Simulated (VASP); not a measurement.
# BN (P6_3mc) in VASP: notebook

BN is run at these levels: PBE-based screened hybrid with 25 % exact exchange, PBE-based screened hybrid with 50 % exact exchange; tasks: single point.

Program: VASP 6.6.1. These are calculated values, not measurements. Logs are shortened: lines on timing, memory, paths and dates and some standing lists are left out, and cuts for length are marked.

### Step 1. The cell of the first run

It takes space group P6_3mc (No. 186, hexagonal). Conventional cell: a = 2.554 Å, b = 2.554 Å, c = 4.227 Å, α = 90.00°, β = 90.00°, γ = 120.00°. Within 2.1 Å of N (site symmetry 3m) lie 4 B at 1.57 to 1.58 Å. B (site symmetry 3m) has 4 N at 1.57 to 1.58 Å within 2.1 Å.

### Step 2. Single point, PBE-based screened hybrid with 25 % exact exchange

POSCAR reads:

```
BN
1.0
    2.5539396017      0.0000000000      0.0000000000
   -1.2769698009      2.2117765748      0.0000000000
    0.0000000000      0.0000000000      4.2268550000
N B
2 2
Direct
    0.3333333333      0.6666666667      0.1252760000
    0.6666666667      0.3333333333      0.6252760000
    0.3333333333      0.6666666667      0.4997240000
    0.6666666667      0.3333333333      0.9997240000
```

INCAR.step1 reads:

```
SYSTEM = BN
ALGO = Normal
EDIFF = 1E-5
ENCUT = 520
GGA = PE
ISIF = 2
ISMEAR = -1
LASPH = .TRUE.
LCHARG = .FALSE.
LREAL = .FALSE.
LWAVE = .TRUE.
NBANDS = 16
NELM = 100
PREC = Accurate
SIGMA = 0.05
```

INCAR.step2 reads:

```
SYSTEM = BN
AEXX = 0.25
ALGO = Normal
EDIFF = 1E-7
ENCUT = 520
GGA = PE
HFSCREEN = 0.4
ISIF = 2
ISMEAR = -1
ISTART = 1
LASPH = .TRUE.
LCHARG = .FALSE.
LHFCALC = .TRUE.
LREAL = .FALSE.
LWAVE = .FALSE.
NBANDS = 16
NELM = 100
PREC = Accurate
PRECFOCK = Normal
SIGMA = 0.05
```

KPOINTS reads:

```
k-points
0
G
  6 6 3
  0 0 0
```

Potentials or basis: VASP PAW PBE potentials, release 64 (N, B).

Launch:

```console
$ cat potpaw_PBE.64/N/POTCAR potpaw_PBE.64/B/POTCAR > POTCAR
$ cp INCAR.step1 INCAR
$ mpirun -np 1 vasp_std > vasp.out
$ cp INCAR.step2 INCAR
$ mpirun -np 1 vasp_std > vasp.out
```

OUTCAR:

```text
SYSTEM = BN
   AEXX = 0.25
   EDIFF = 1E-7
   ENCUT = 520
   GGA = PE
   HFSCREEN = 0.4
   ISIF = 2
   ISMEAR = -1
   ISTART = 1
   LASPH = .TRUE.
   LHFCALC = .TRUE.
   LREAL = .FALSE.
   NELM = 100
   PREC = Accurate
   PRECFOCK = Normal

 ion  position               nearest neighbor table
   1  0.333  0.667  0.125-   4 1.57   4 1.57   4 1.57   3 1.58
   2  0.667  0.333  0.625-   3 1.57   3 1.57   3 1.57   4 1.58
   3  0.333  0.667  0.500-   2 1.57   2 1.57   2 1.57   1 1.58
   4  0.667  0.333  1.000-   1 1.57   1 1.57   1 1.57   2 1.58

  LATTYP: Found a hexagonal cell.
 ALAT       =     2.5539396017
 C/A-ratio  =     1.6550332659

  Lattice vectors:

 A1 = (   2.5539396017,   0.0000000000,   0.0000000000)
 A2 = (  -1.2769698009,   2.2117765748,   0.0000000000)
 A3 = (   0.0000000000,   0.0000000000,   4.2268550000)

Analysis of symmetry for initial positions (statically):
=====================================================================
 Subroutine PRICEL returns:
 Original cell was already a primitive cell.

 Routine SETGRP: Setting up the symmetry group for a
 hexagonal supercell.

 Subroutine GETGRP returns: Found 12 space group operations
 (whereof  6 operations were pure point group operations)
 out of a pool of 24 trial point group operations.

The static configuration has the point symmetry C_3v.
 The point group associated with its full space group is C_6v.

Analysis of symmetry for dynamics (positions and initial velocities):
=====================================================================
 Subroutine PRICEL returns:
 Original cell was already a primitive cell.

 Routine SETGRP: Setting up the symmetry group for a
 hexagonal supercell.

 Subroutine GETGRP returns: Found 12 space group operations
 (whereof  6 operations were pure point group operations)
 out of a pool of 24 trial point group operations.

The dynamic configuration has the point symmetry C_3v.
 The point group associated with its full space group is C_6v.

 Subroutine INISYM returns: Found 12 space group operations
 (whereof  6 operations are pure point group operations),
 and found     1 'primitive' translations

----------------------------------------------------------------------------------------

                                     Primitive cell

  volume of cell :      23.8764

  direct lattice vectors                    reciprocal lattice vectors
     2.553939602  0.000000000  0.000000000     0.391551938  0.226062617  0.000000000
    -1.276969801  2.211776575  0.000000000     0.000000000  0.452125233  0.000000000
     0.000000000  0.000000000  4.226855000     0.000000000  0.000000000  0.236582518

  length of vectors
     2.553939602  2.553939602  4.226855000     0.452125233  0.452125233  0.236582518

  position of ions in fractional coordinates (direct lattice)
     0.333333333  0.666666667  0.125276000
     0.666666667  0.333333333  0.625276000
     0.333333333  0.666666667  0.499724000
     0.666666667  0.333333333  0.999724000

  ion indices of the primitive-cell ions
   primitive index   ion index
                 1           1
                 2           2
                 3           3
                 4           4

----------------------------------------------------------------------------------------

 KPOINTS: k-points

Automatic generation of k-mesh.
 Grid dimensions read from file:
 generate k-points for:    6    6    3

 Generating k-lattice:

  Cartesian coordinates                     Fractional coordinates (reciprocal lattice)
     0.065258656  0.037677103  0.000000000     0.166666667  0.000000000  0.000000000
     0.000000000  0.075354206  0.000000000     0.000000000  0.166666667  0.000000000
     0.000000000  0.000000000  0.078860839     0.000000000  0.000000000  0.333333333

  Length of vectors
     0.075354206  0.075354206  0.078860839

  Shift w.r.t. Gamma in fractional coordinates (k-lattice)
     0.000000000  0.000000000  0.000000000

 Subroutine IBZKPT returns following result:
 ===========================================

 Found     14 irreducible k-points:

 Following reciprocal coordinates:
            Coordinates               Weight
  0.000000  0.000000  0.000000      1.000000
  0.166667  0.000000  0.000000      6.000000
  0.333333  0.000000  0.000000      6.000000
  0.500000  0.000000  0.000000      3.000000
  0.166667  0.166667  0.000000      6.000000
  0.333333  0.166667  0.000000     12.000000
  0.333333  0.333333  0.000000      2.000000
  0.000000  0.000000  0.333333      2.000000
  0.166667  0.000000  0.333333     12.000000
  0.333333  0.000000  0.333333     12.000000
  0.500000  0.000000  0.333333      6.000000
  0.166667  0.166667  0.333333     12.000000
  0.333333  0.166667  0.333333     24.000000
  0.333333  0.333333  0.333333      4.000000
   k-points           NKPTS =     14   k-points in BZ     NKDIM =    108   number of bands    NBANDS=     16
   number of dos      NEDOS =    301   number of ions     NIONS =      4
   total plane-waves  NPLWV =  12800
   dimension x,y,z NGX =    20 NGY =   20 NGZ =   32
   dimension x,y,z NGXF=    40 NGYF=   40 NGZF=   64
   ions per type =               2   2
   NGX,Y,Z   is equivalent  to a cutoff of  13.02, 13.02, 12.59 a.u.
   NGXF,Y,Z  is equivalent  to a cutoff of  26.04, 26.04, 25.17 a.u.
 SYSTEM =  BN
   PREC   = accura    normal or accurate (medium, high low for compatibility)
   ISTART =      1    job   : 0-new  1-cont  2-samecut
   ICHARG =      0    charge: 1-file 2-atom 10-const
   ISPIN  =      1    spin polarized calculation?
   LNONCOLLINEAR =      F non collinear calculations
   LSORBIT =      F    spin-orbit coupling
   LASPH  =      T    aspherical Exc in radial PAW
   ENCUT  =  520.0 eV  38.22 Ry    6.18 a.u.   4.75  4.75  7.86*2*pi/ulx,y,z
   NELM   =    100;   NELMIN=  2; NELMDL=  0     # of ELM steps
   EDIFF  = 0.1E-06   stopping-criterion for ELM
   LREAL  =      F    real-space projection
   EDIFFG = 0.1E-05   stopping-criterion for IOM
   NSW    =      0    number of steps for IOM
   IBRION =     -1    ionic relax: 0-MD 1-quasi-New 2-CG
   NFREE  =      0    steps in history (QN), initial steepest desc. (CG)
   ISIF   =      2    stress and relaxation
   ISYM   =      3    0-nonsym 1-usesym 2-fastsym
   POTIM  = 0.5000    time-step for ionic-motion
   TEBEG  =    0.0;   TEEND  =   0.0 temperature during run
   PSTRESS=    0.0 pullay stress
   NELECT =      16.0000    total number of electrons
   NUPDOWN=      -1.0000    fix difference up-down
   EMIN   =  10.00;   EMAX   =-10.00  energy-range for DOS
   EFERMI =   0.00;   METHOD = LEGACY
   ISMEAR =    -1;   SIGMA  =   0.05  broadening in eV -4-tet -1-fermi 0-gaus
   EFERMI_NEDOS =   21; number of points for ismear=-14 and -15
   IALGO  =     38    algorithm
   IMIX   =      1    mixing-type and parameters
     AMIX     =   0.40;   BMIX     =  1.00
     AMIX_MAG =   1.60;   BMIX_MAG =  1.00
  volume/ion in A,a.u.               =       5.97        40.28
  Fermi-wavevector in a.u.,A,eV,Ry     =   1.432600  2.707222 27.923836  2.052344
  Thomas-Fermi vector in A             =   2.552210
   LORBIT       =      0    0 simple, 1 ext, 2 COOP (PROOUT), +10 PAW based schemes
   GGA     = PE    functional components
   LHFCALC =     T    Hartree Fock is set to
   PRECFOCK=normal    Normal, Fast or Accurate (Low or Medium for compatibility)
   ENCUT4O =  -1.0   cutoff for four orbital integrals eV
   NKREDX  =     1    reduce k-point grid by
   NKREDY  =     1    reduce k-point grid by
   NKREDZ  =     1    reduce k-point grid by
   AEXX    =    0.2500 exact exchange contribution
   HFSCREEN=    0.4000 screening length (either q_TF or 0.3 A-1)
   HFSCREENC=   0.4000 screening length for correlation (either q_TF or 0.3 A-1)
   ENCUTFOCK=  -1.0 apply spherical cutoff to Coloumb kernel
   IVDW    =     0    specifies the selected vdW correction
   LEPSILON=     F    determine dielectric tensor
   LRPA    =     F    only Hartree local field effects (RPA)
 non-spin polarized calculation
  energy-cutoff  :      520.00
  volume of cell :       23.88
 maximum number of plane-waves:       660
 NGX is ok and might be reduce to    20
  NGX = 16; NGY = 16; NGZ = 24

 number of electron      16.0000000 magnetization

 Free energy of the ion-electron system (eV)
  ---------------------------------------------------
  ext. energy  EPLUGINS =         0.00000000
  ---------------------------------------------------
  free energy    TOTEN  =       -39.02648253 eV

  energy without entropy =      -39.02648253  energy(sigma->0) =      -39.02648253

 E-fermi :   7.9238     XC(G=0): -10.7422

 val. band max:        6.8491938081   @ k =   0.0000   0.0000   0.0000
 cond. band min:      12.9236989619   @ k =   0.3333   0.3333   0.0000
 fundamental gap:      6.0745051538
 Fermi energy:         7.9238006076

 k-point     1 :       0.0000    0.0000    0.0000
  band No.  band energies     occupation
      1     -15.1439      2.00000
      2     -10.7736      2.00000
      3      -4.7556      2.00000
      4       4.6025      2.00000
      5       4.6025      2.00000
      6       6.5701      2.00000
[... 8 lines left out ...]
     15      20.0825      0.00000
     16      24.6457      0.00000

 k-point     2 :       0.1667    0.0000    0.0000
  band No.  band energies     occupation
      1     -14.5046      2.00000
      2     -10.2984      2.00000
      3      -4.1169      2.00000
      4       2.0945      2.00000
      5       3.6090      2.00000
      6       4.7195      2.00000
[... 8 lines left out ...]
     15      21.7690      0.00000
     16      23.5242      0.00000

 k-point     3 :       0.3333    0.0000    0.0000
  band No.  band energies     occupation
      1     -12.7020      2.00000
      2      -9.2857      2.00000
      3      -2.3461      2.00000
      4      -1.9003      2.00000
      5       0.9192      2.00000
      6       2.1553      2.00000
[... 8 lines left out ...]
     15      24.2294      0.00000
     16      24.8988      0.00000
[... 172 lines left out ...]
 k-point    13 :       0.3333    0.1667    0.3333
  band No.  band energies     occupation
      1     -10.6798      2.00000
      2      -9.5910      2.00000
      3      -3.1727      2.00000
      4      -2.1181      2.00000
      5       0.2879      2.00000
      6       1.6618      2.00000
[... 8 lines left out ...]
     15      24.0368      0.00000
     16      25.0884      0.00000

 k-point    14 :       0.3333    0.3333    0.3333
  band No.  band energies     occupation
      1      -9.4324      2.00000
      2      -9.4324      2.00000
      3      -2.3154      2.00000
      4      -2.3154      2.00000
      5      -2.1319      2.00000
      6      -0.2452      2.00000
[... 8 lines left out ...]
     15      25.0424      0.00000
     16      25.0424      0.00000

------------------------ aborting loop because EDIFF is reached ----------------------------------------

  FORCE on cell =-STRESS in cart. coord.  units (eV):
  Direction    XX          YY          ZZ          XY          YZ          ZX
  --------------------------------------------------------------------------------------
  -------------------------------------------------------------------------------------
  Total       -1.1103570     -1.1103570     -1.2874906      0.0000000      0.0000000      0.0000000
  in kB      -74.5081832    -74.5081832    -86.3943668      0.0000000      0.0000000      0.0000000
  external PRESSURE =     -78.4702444 kB  Pullay stress =       0.0000000 kB

 VOLUME and BASIS-vectors are now :
 -----------------------------------------------------------------------------
  energy-cutoff  :      520.00
  volume of cell :       23.88
      direct lattice vectors                 reciprocal lattice vectors
     2.553939602  0.000000000  0.000000000     0.391551938  0.226062617  0.000000000
    -1.276969801  2.211776575  0.000000000     0.000000000  0.452125233  0.000000000
     0.000000000  0.000000000  4.226855000     0.000000000  0.000000000  0.236582518

 POSITION                                       TOTAL-FORCE (eV/Angst)
 -----------------------------------------------------------------------------------
     -0.00000      1.47452      0.52952        -0.000000      0.000000     -0.037168
      1.27697      0.73726      2.64295         0.000000     -0.000000     -0.037168
     -0.00000      1.47452      2.11226        -0.000000      0.000000      0.037168
      1.27697      0.73726      4.22569        -0.000000     -0.000000      0.037168
 -----------------------------------------------------------------------------------
    total drift:                                0.000000      0.000000      0.000046

  FREE ENERGIE OF THE ION-ELECTRON SYSTEM (eV)
  ---------------------------------------------------
  free  energy   TOTEN  =       -39.0264825293 eV

  energy  without entropy=      -39.0264825293  energy(sigma->0) =      -39.02648253
```

Wall time 12 min (1 thread of Intel Xeon 8259CL, shared host); peak memory 0.24 GiB.

What came out:

| Item | Value |
| --- | --- |
| Free energy | -39.0265 eV |
| Pressure | -7.8 GPa |
| Largest force | 0.037 eV/Å |
| Band gap on the k mesh | 6.07 eV (least direct gap 9.39 eV) |

Forces in eV/Å, atoms in the order of the input:
```
N    0.000  0.000 -0.037
N    0.000  0.000 -0.037
B    0.000  0.000  0.037
B    0.000  0.000  0.037
```

Caveat: the k points lie up to 0.50 Å⁻¹ apart; the PAW data sets were made with another functional, which shifts forces and pressure a little. A k mesh can miss the band edges.

### Step 3. Single point, PBE-based screened hybrid with 25 % exact exchange

POSCAR is that of step 2.

Changes to INCAR.step1 since step 2:

```diff
@@ -8,3 +8,2 @@
 LASPH = .TRUE.
-LCHARG = .FALSE.
 LREAL = .FALSE.
@@ -12,3 +11,3 @@
 NBANDS = 16
-NELM = 100
+NELM = 60
 PREC = Accurate
```

INCAR.step2 reads:

```
SYSTEM = BN
AEXX = 0.25
ALGO = Normal
EDIFF = 1E-6
ENCUT = 520
GGA = PE
HFSCREEN = 0.6
ISIF = 2
ISMEAR = -1
ISTART = 1
LASPH = .TRUE.
LCHARG = .TRUE.
LELF = .TRUE.
LHFCALC = .TRUE.
LREAL = .FALSE.
LVHAR = .TRUE.
LWAVE = .FALSE.
NBANDS = 16
NELM = 60
PREC = Accurate
PRECFOCK = Normal
SIGMA = 0.05
```

KPOINTS is that of step 2.

Potentials or basis: VASP PAW PBE potentials, release 64 (N, B).

Launch:

```console
$ cat potpaw_PBE.64/N/POTCAR potpaw_PBE.64/B/POTCAR > POTCAR
$ cp INCAR.step1 INCAR
$ mpirun -np 1 vasp_std > vasp.out
$ cp INCAR.step2 INCAR
$ mpirun -np 1 vasp_std > vasp.out
```

Wall time 11 min (1 thread of Intel Xeon 8259CL, shared host); peak memory 0.24 GiB.

The run converged. Its results:

- Free energy: -37.8081 eV
- Pressure: -6.7 GPa
- Largest force: 0.037 eV/Å
- Band gap on the k mesh: 5.79 eV (least direct gap 9.04 eV)

Forces on the atoms (eV/Å):
```
N    0.000  0.000 -0.037
N    0.000  0.000 -0.037
B    0.000  0.000  0.037
B    0.000  0.000  0.037
```

Stress tensor (GPa, compression positive):
```
-6.30  0.00  0.00
 0.00 -6.30  0.00
 0.00  0.00 -7.43
```

Levels at points of the mesh, in eV from the valence-band top:
| k point | band 5 | band 6 | band 7 | band 8 | band 9 | band 10 | band 11 | band 12 |
| --- | --- | --- | --- | --- | --- | --- | --- | --- |
| (0.00, 0.00, 0.00) | -2.21 | -0.28 | 0.00 | 0.00 | 9.17 | 9.17 | 9.39 | 10.21 |
| (0.50, 0.00, 0.00) | -7.23 | -5.19 | -4.53 | -2.21 | 7.32 | 8.64 | 11.45 | 12.24 |

Caveat: the k points lie up to 0.50 Å⁻¹ apart; the PAW data sets were made with another functional, which shifts forces and pressure a little.

### Step 4. Single point, PBE-based screened hybrid with 50 % exact exchange

POSCAR is that of step 3.

INCAR.step1 reads:

```
ALGO = Normal ; EDIFF = 1E-5
ENCUT = 520 ; GGA = PE
ISIF = 2 ; ISMEAR = -1
LASPH = True ; LCHARG = False
LREAL = False ; LWAVE = True
NBANDS = 16 ; NELM = 100
PREC = Accurate ; SIGMA = 0.05
```

INCAR.step2 reads:

```
AEXX = 0.5 ; ALGO = Normal
EDIFF = 1E-7 ; ENCUT = 520
GGA = PE ; HFSCREEN = 0.2078699
ISIF = 2 ; ISMEAR = -1
ISTART = 1 ; LASPH = True
LCHARG = False ; LHFCALC = True
LREAL = False ; LWAVE = False
NBANDS = 16 ; NELM = 100
PREC = Accurate ; PRECFOCK = Normal
SIGMA = 0.05
```

KPOINTS reads:

```
k-points
0
Gamma
  7 7 4
```

Launch:

```console
$ cat potpaw_PBE.64/N/POTCAR potpaw_PBE.64/B/POTCAR > POTCAR
$ cp INCAR.step1 INCAR
$ mpirun -np 1 vasp_std > vasp.out
$ cp INCAR.step2 INCAR
$ mpirun -np 1 vasp_std > vasp.out
```

Wall time 46 min (1 thread of Intel Xeon 8259CL, shared host); peak memory 0.24 GiB.

It converged, with:

| Quantity | Value |
| --- | --- |
| Free energy | -46.4122 eV |
| Pressure | -17.1 GPa |
| Largest force | 0.051 eV/Å |
| Band gap on the k mesh | 8.31 eV (least direct gap 11.55 eV) |

Forces in eV/Å, atoms in the order of the input:
```
N    0.000  0.000 -0.051
N    0.000  0.000 -0.051
B    0.000  0.000  0.051
B    0.000  0.000  0.051
```

Stress tensor (GPa, compression positive):
```
-16.55   0.00   0.00
  0.00 -16.55   0.00
  0.00   0.00 -18.22
```

Levels at points of the mesh, in eV from the valence-band top:
| k point | band 5 | band 6 | band 7 | band 8 | band 9 | band 10 | band 11 | band 12 |
| --- | --- | --- | --- | --- | --- | --- | --- | --- |
| (0.00, 0.00, 0.00) | -2.43 | -0.28 | 0.00 | 0.00 | 11.77 | 11.77 | 12.01 | 12.80 |
| (0.00, 0.00, 0.50) | -1.34 | -1.34 | -1.34 | -1.34 | 12.84 | 12.84 | 13.49 | 13.49 |

Caveat: the cell stands under tension; the PAW data sets were made with another functional, which shifts forces and pressure a little.

### Step 5. Overview

| level | k mesh | share of exact exchange | screening parameter | gap on the mesh (eV) | pressure (GPa) | largest force (eV/Å) |
| --- | --- | --- | --- | --- | --- | --- |
| PBE-based screened hybrid with 25 % exact exchange | 6 × 6 × 3 | 0.25 | 0.4 1/Å | 6.07 | -7.8 | 0.04 |
| PBE-based screened hybrid with 25 % exact exchange | 6 × 6 × 3 | 0.25 | 0.6 1/Å | 5.79 | -6.7 | 0.04 |
| PBE-based screened hybrid with 50 % exact exchange | 7 × 7 × 4 | 0.5 | 0.20787 1/Å | 8.31 | -17.1 | 0.05 |

Alike in all rows: task single point; potentials or basis VASP PAW PBE potentials, release 64 (N, B); no spin polarisation; cell as given; cutoff (eV) 520; smearing fermi-dirac 0.05 eV.

Caveats: some runs use coarse meshes; the PAW data sets were made with another functional, which shifts forces and pressure a little; the cell stands under tension (at least some runs).

Absolute energies hang on the potentials; compare differences alone.
